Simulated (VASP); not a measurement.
A run of VASP 6.6.1 is set up as follows.

File INCAR:

```
  PREC = Accurate
  ENCUT = 520
  EDIFF = 1E-8
  ISMEAR = -1
  SIGMA = 0.05
  LREAL = False
  LASPH = True
  NELM = 100
  ALGO = Normal
  ISIF = 2
  LWAVE = False
  LCHARG = False
  GGA = PS
  LEFG = True
  NBANDS = 16
```

Contents of KPOINTS:

```
regular mesh
0
Gamma
  13 13 11
```

File POSCAR:

```
ScSi2
1.0
    3.6599987106      0.0000000000      0.0000000000
   -1.8299993553      3.1696518612      0.0000000000
    0.0000000000      0.0000000000      3.9474000000
Sc Si
1 2
Direct
    0.0000000000      0.0000000000      0.0000000000
    0.3333333333      0.6666666667      0.5000000000
    0.6666666667      0.3333333333      0.5000000000
```

Potentials or basis: VASP PAW PBE potentials, release 64 (Sc_sv, Si).

Run with:

```console
$ cat potpaw_PBE.64/Sc_sv/POTCAR potpaw_PBE.64/Si/POTCAR > POTCAR
$ mpirun -np 1 vasp_std > vasp.out
```

(1) Estimate the pressure.

Answers

(1) 19.9 GPa.

Caveat: the cell differs from its parent crystal (zz strain of +2 %); without QUAD_EFG the Cq values of the log hold for a quadrupole moment of 1 mb, not for the nuclei; the PAW data sets were made with another functional, which shifts forces and pressure a little.
